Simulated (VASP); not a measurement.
Input of a VASP 6.6.1 run:

Contents of INCAR:

```
SYSTEM = TiH2
PREC     = Accurate       ! precision mode
ENCUT    = 520            ! plane-wave cutoff, eV
EDIFF    = 1E-6           ! SCF threshold, eV
ISMEAR   = 0              ! smearing method
SIGMA    = 0.15           ! smearing width, eV
LREAL    = .False.        ! projectors in reciprocal space
LASPH    = .True.         ! aspherical terms in the spheres
NELM     = 60             ! most SCF steps
ALGO     = Normal         ! electronic algorithm
ISIF     = 2              ! what is computed and relaxed
LWAVE    = .False.        ! write WAVECAR
LCHARG   = .True.         ! write CHGCAR
GGA      = PS             ! functional
LELF     = .True.         ! ELF
LVHAR    = .True.       
NBANDS   = 14             ! bands
```

Contents of KPOINTS:

```
Automatic mesh
0
Gamma
  20 20 20
  0 0 0
```

File POSCAR:

```
TiH2
1.0
   -1.5965000000      1.5965000000      2.1335000000
    1.5965000000     -1.5965000000      2.1335000000
    1.5965000000      1.5965000000     -2.1335000000
Ti H
1 2
Direct
    0.0292945864      0.0292945864      0.0000000000
    0.7500000000      0.2500000000      0.5000000000
    0.2500000000      0.7500000000      0.5000000000
```

Potentials or basis: VASP PAW PBE potentials, release 64 (Ti_sv, H).

Run with:

```sh
$ cat potpaw_PBE.64/Ti_sv/POTCAR potpaw_PBE.64/H/POTCAR > POTCAR
$ mpirun -np 1 vasp_std > vasp.out
```

Question: Estimate the pressure.

Answer: -4.5 GPa.

Question: Estimate the largest force.

Answer: 1.136 eV/Å.

Question: Estimate the band gap on the k mesh.

Answer: Zero (band 7 reaches 7.87 eV, above the bottom of band 8 at 7.25 eV).

Stress tensor (GPa, compression positive):
```
-4.29  0.00  0.00
 0.00 -4.29  0.00
 0.00  0.00 -4.94
```

Caveat: the cell differs from its parent crystal (all Ti atoms moved +0.125 Å, as atom 1 along Cartesian [0 0 1]); the PAW data sets were made with another functional, which shifts forces and pressure a little.
